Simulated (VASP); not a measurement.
A run of VASP 6.6.1 is set up as follows.

Contents of POSCAR:

```
GaN
1.0
    0.0000000000      2.0943098339      2.0943098339
    2.0943098339      0.0000000000      2.0943098339
    2.0943098339      2.0943098339      0.0000000000
Ga N
1 1
Direct
    0.5000000000      0.5000000000      0.5000000000
    0.0000000000      0.0000000000      0.0000000000
```

INCAR.step1

```
PREC = Accurate
ENCUT = 1460
ISMEAR = 0
SIGMA = 0.05
LREAL = F
LASPH = T
NELM = 120
NBANDS = 16
GGA = PE
ALGO = Normal
EDIFF = 1E-5
LWAVE = T
LCHARG = F
GGA_COMPAT = F
```

INCAR.step2

```
PREC = Accurate
ENCUT = 1460
EDIFF = 1E-6
ISMEAR = 0
SIGMA = 0.05
LREAL = F
LASPH = T
NELM = 120
ALGO = Normal
ISIF = 2
LWAVE = F
LCHARG = F
METAGGA = R2SCAN
LMIXTAU = T
NBANDS = 16
ISTART = 1
GGA_COMPAT = F
```

The input KPOINTS:

```
regular mesh
0
Gamma
  10 10 10
```

Potentials or basis: VASP PAW PBE potentials, release 64 (Ga_d, N_h).

Run with:

```bash
$ cat potpaw_PBE.64/Ga_d/POTCAR potpaw_PBE.64/N_h/POTCAR > POTCAR
$ cp INCAR.step1 INCAR
$ mpirun -np 1 vasp_std > vasp.out
$ cp INCAR.step2 INCAR
$ mpirun -np 1 vasp_std > vasp.out
```

(1) Estimate the band gap on the k mesh.

(2) Predict the pressure.

## Answers

(1) 1.32 eV (least direct gap 3.68 eV).

(2) 6.3 GPa.

Caveat: the cell stands under pressure; the PAW data sets were made with another functional, which shifts forces and pressure a little.
